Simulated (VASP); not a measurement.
# GaAs (F-43m) in VASP: settings compared, part 2 of 2

VASP 6.6.1. Earlier steps stand in the parts before.

## 3. Single point, revPBE

This run uses another cell than the first one, of 24.22 Å³/atom, 1.027 times its volume.

Input file INCAR:

```
PREC = Accurate
ENCUT = 520
EDIFF = 1E-7
ISMEAR = 0
SIGMA = 0.05
LREAL = False
LASPH = True
NELM = 100
ALGO = Normal
ISIF = 2
LWAVE = False
LCHARG = True
GGA = RE
LELF = True
LVHAR = True
NBANDS = 16
```

Input file KPOINTS:

```
regular mesh
0
Gamma
  8 8 8
```

Input file POSCAR:

```
GaAs
1.0
    0.0000000000      2.8932259579      2.8932259579
    2.8932259579      0.0000000000      2.8932259579
    2.8932259579      2.8932259579      0.0000000000
Ga As
1 1
Direct
    0.0000000000      0.0000000000      0.0000000000
    0.7500000000      0.7500000000      0.7500000000
```

Potentials or basis: VASP PAW PBE potentials, release 64 (Ga_d, As).

Started as:

```
> cat potpaw_PBE.64/Ga_d/POTCAR potpaw_PBE.64/As/POTCAR > POTCAR
> mpirun -np 1 vasp_std > vasp.out
```

It took 20 s on 1 thread of AMD EPYC 9R14 (Zen 4), shared host; peak memory 0.14 GiB.

It converged, with:

```
Free energy            : -7.6943 eV
Pressure               : 0.2 GPa
Band gap on the k mesh : 0.10 eV, direct
```

Levels at points of the mesh, in eV from the valence-band top:
| k point | band 6 | band 7 | band 8 | band 9 | band 10 | band 11 | band 12 | band 13 |
| --- | --- | --- | --- | --- | --- | --- | --- | --- |
| (0.00, 0.00, 0.00) | -12.22 | 0.00 | 0.00 | 0.00 | 0.10 | 3.73 | 3.73 | 3.73 |
| (0.50, 0.00, 0.00) | -10.66 | -6.24 | -1.04 | -1.04 | 0.88 | 4.63 | 4.63 | 7.80 |
| (0.50, 0.50, 0.00) | -10.01 | -6.48 | -2.43 | -2.43 | 1.67 | 1.74 | 9.66 | 9.66 |

Caveat: the PAW data sets were made with another functional, which shifts forces and pressure a little.

## 4. Single point, revPBE (volume scaled by 1.02)

Input file INCAR:

```
  ALGO = Normal
  EDIFF = 1E-6
  ENCUT = 520
  GGA = RE
  ISIF = 2
  ISMEAR = 0
  LASPH = True
  LCHARG = True
  LELF = True
  LREAL = False
  LVHAR = True
  LWAVE = False
  NBANDS = 16
  NELM = 100
  PREC = Accurate
  SIGMA = 0.05
```

Input file KPOINTS:

```
k-points
0
Gamma
  8 8 8
```

Input file POSCAR:

```
GaAs
1.0
    0.0000000000      2.9123869531      2.9123869531
    2.9123869531      0.0000000000      2.9123869531
    2.9123869531      2.9123869531      0.0000000000
Ga As
1 1
Direct
    0.0000000000      0.0000000000      0.0000000000
    0.7500000000      0.7500000000      0.7500000000
```

Started as:

```
> cat potpaw_PBE.64/Ga_d/POTCAR potpaw_PBE.64/As/POTCAR > POTCAR
> mpirun -np 1 vasp_std > vasp.out
```

Wall time 21 s (1 thread of AMD EPYC 9R14 (Zen 4), shared host); peak memory 0.15 GiB.

It converged, with:

```yaml
Free_energy: -7.6921 eV
Pressure: -0.9 GPa
Band_gap_on_the_k_mesh: zero (filled and empty bands touch)
```

Levels at points of the mesh, in eV from the Fermi level:
| k point | band 7 | band 8 | band 9 | band 10 | band 11 | band 12 |
| --- | --- | --- | --- | --- | --- | --- |
| (0.00, 0.00, 0.00) | -0.06 | -0.02 | -0.02 | -0.02 | 3.71 | 3.71 |
| (0.50, 0.00, 0.00) | -6.17 | -1.03 | -1.03 | 0.82 | 4.61 | 4.61 |
| (0.50, 0.50, 0.00) | -6.41 | -2.39 | -2.39 | 1.69 | 1.73 | 9.49 |

Caveat: the cell differs from its parent crystal (volume scaled by 1.02); the PAW data sets were made with another functional, which shifts forces and pressure a little.

## 5. Single point, revPBE (volume scaled by 1.04)

Input file INCAR:

```
SYSTEM = GaAs
PREC     = Accurate       ! precision mode
ENCUT    = 520            ! plane-wave cutoff, eV
EDIFF    = 1E-7           ! SCF threshold, eV
ISMEAR   = 0              ! smearing method
SIGMA    = 0.05           ! smearing width, eV
LREAL    = .FALSE.        ! projectors in reciprocal space
LASPH    = .TRUE.         ! aspherical terms in the spheres
NELM     = 100            ! most SCF steps
ALGO     = Normal         ! electronic algorithm
ISIF     = 2              ! what is computed and relaxed
LWAVE    = .FALSE.        ! write WAVECAR
LCHARG   = .FALSE.        ! write CHGCAR
GGA      = RE             ! functional
NBANDS   = 16             ! bands
```

Input file KPOINTS:

```
Automatic mesh
0
G
  8 8 8
  0 0 0
```

Input file POSCAR:

```
GaAs
1.0
    0.0000000000      2.9312990866      2.9312990866
    2.9312990866      0.0000000000      2.9312990866
    2.9312990866      2.9312990866      0.0000000000
Ga As
1 1
Direct
    0.0000000000      0.0000000000      0.0000000000
    0.7500000000      0.7500000000      0.7500000000
```

Started as:

```
> cat potpaw_PBE.64/Ga_d/POTCAR potpaw_PBE.64/As/POTCAR > POTCAR
> mpirun -np 1 vasp_std > vasp.out
```

It took 19 s on 1 thread of AMD EPYC 9R14 (Zen 4), shared host; peak memory 0.15 GiB.

It converged, with:

```
Free energy            : -7.6839 eV
Pressure               : -1.8 GPa
Band gap on the k mesh : zero (filled and empty bands touch)
```

Levels at points of the mesh, in eV from the Fermi level:
```csv
k point,band 6,band 7,band 8,band 9,band 10,band 11,band 12,band 13
"(0.00, 0.00, 0.00)",-11.98,-0.19,-0.02,-0.02,-0.02,3.70,3.70,3.70
"(0.50, 0.00, 0.00)",-10.54,-6.07,-1.00,-1.00,0.77,4.60,4.60,7.72
"(0.50, 0.50, 0.00)",-9.93,-6.33,-2.32,-2.32,1.72,1.73,9.35,9.35
```

Caveat: the cell differs from its parent crystal (volume scaled by 1.04); the PAW data sets were made with another functional, which shifts forces and pressure a little.

## 6. Single point, r2SCAN+D3(BJ) (volume scaled by 0.96)

Input file POSCAR:

```
GaAs
1.0
    0.0000000000      2.7849220093      2.7849220093
    2.7849220093      0.0000000000      2.7849220093
    2.7849220093      2.7849220093      0.0000000000
Ga As
1 1
Direct
    0.0000000000      0.0000000000      0.0000000000
    0.7500000000      0.7500000000      0.7500000000
```

Input file INCAR.step1:

```
PREC     = Accurate       # precision mode
ENCUT    = 520            # plane-wave cutoff, eV
ISMEAR   = 0              # smearing method
SIGMA    = 0.05           # smearing width, eV
LREAL    = F              # projectors in reciprocal space
LASPH    = T              # aspherical terms in the spheres
NELM     = 100            # most SCF steps
NBANDS   = 16             # bands
GGA      = PE             # functional
ALGO     = Normal         # electronic algorithm
EDIFF    = 1E-4           # SCF threshold, eV
LWAVE    = T              # write WAVECAR
LCHARG   = F              # write CHGCAR
```

Input file INCAR.step2:

```
PREC     = Accurate       # precision mode
ENCUT    = 520            # plane-wave cutoff, eV
EDIFF    = 1E-6           # SCF threshold, eV
ISMEAR   = 0              # smearing method
SIGMA    = 0.05           # smearing width, eV
LREAL    = F              # projectors in reciprocal space
LASPH    = T              # aspherical terms in the spheres
NELM     = 100            # most SCF steps
ALGO     = Normal         # electronic algorithm
ISIF     = 2              # what is computed and relaxed
LWAVE    = F              # write WAVECAR
LCHARG   = T              # write CHGCAR
METAGGA  = R2SCAN         # meta-GGA
LMIXTAU  = T            
IVDW     = 12             # dispersion correction
VDW_S6   = 1.0          
VDW_S8   = 0.78981345   
VDW_A1   = 0.49484001   
VDW_A2   = 5.73083694   
LELF     = T              # ELF
LVHAR    = T            
NBANDS   = 16             # bands
ISTART   = 1
```

Input file KPOINTS:

```
Automatic mesh
0
Gamma
  8 8 8
```

Potentials or basis: VASP PAW PBE potentials, release 64 (Ga_d, As).

Started as:

```
> cat potpaw_PBE.64/Ga_d/POTCAR potpaw_PBE.64/As/POTCAR > POTCAR
> cp INCAR.step1 INCAR
> mpirun -np 1 vasp_std > vasp.out
> cp INCAR.step2 INCAR
> mpirun -np 1 vasp_std > vasp.out
```

It took 69 s on 1 thread of AMD EPYC 9R14 (Zen 4), shared host; peak memory 0.15 GiB.

Results (log left out):

| Item | Value |
| --- | --- |
| Free energy | -27.3414 eV |
| Pressure | 3.2 GPa |
| Band gap on the k mesh | 1.36 eV, direct |
| Dispersion energy per atom | -0.159 eV |

Levels at points of the mesh, in eV from the valence-band top:
```tsv
k point	band 5	band 6	band 7	band 8	band 9	band 10	band 11	band 12	band 13	band 14
(0.00, 0.00, 0.00)	-15.22	-13.55	0.00	0.00	0.00	1.36	4.05	4.05	4.05	8.42
(0.50, 0.00, 0.00)	-15.21	-11.55	-7.08	-1.26	-1.26	1.50	5.00	5.00	8.35	11.51
(0.50, 0.50, 0.00)	-15.20	-10.72	-7.22	-2.94	-2.94	1.67	1.92	11.24	11.24	12.20
```

Caveat: the cell differs from its parent crystal (volume scaled by 0.96); three body term missing; the PAW data sets were made with another functional, which shifts forces and pressure a little.

## 7. Summary

| level | cell | gap on the mesh (eV) | pressure (GPa) |
| --- | --- | --- | --- |
| PBEsol | a = 4.056 Å, angles 60.0°, 2 atoms | 0.14 | -2.4 |
| revPBE | a = 4.092 Å, angles 60.0°, 2 atoms | 0.10 | 0.2 |
| revPBE | a = 4.119 Å, angles 60.0°, 2 atoms | none | -0.9 |
| revPBE | a = 4.145 Å, angles 60.0°, 2 atoms | none | -1.8 |
| r2SCAN+D3(BJ) | a = 3.938 Å, angles 60.0°, 2 atoms | 1.36 | 3.2 |

Alike in all rows: task single point; potentials or basis VASP PAW PBE potentials, release 64 (Ga_d, As); no spin polarisation; k mesh 8 × 8 × 8; cutoff (eV) 520; smearing gaussian 0.05 eV.

Caveats: the PAW data sets were made with another functional, which shifts forces and pressure a little; three body term missing (some runs).

Total energies depend on the potentials used, so only differences within one code and one set of settings carry meaning.

## 8. Against experiment

Step 3. A measured gap of GaAs is 1.412 eV (direct; 300 K; “Evidence of valence band perturbations in GaAsN/GaAs(001): A combined variable-angle spectroscopic ellipsometry and modulated photoreflectance investigation”, 2008, arxiv:0805.2212); the calculated 0.10 eV misses it by -1.31 eV. So large a miss can be the level of theory's own, or it may mean another phase, state or a wrong row. 3 values of this kind are on record (1.412 to 1.51 eV); this one was drawn at random among those near their median, those with a stated uncertainty first. Spin-orbit coupling on As, Ga is left out. The value is that of revPBE, without temperature or zero-point motion. Semilocal functionals fall short of measured gaps as a rule.
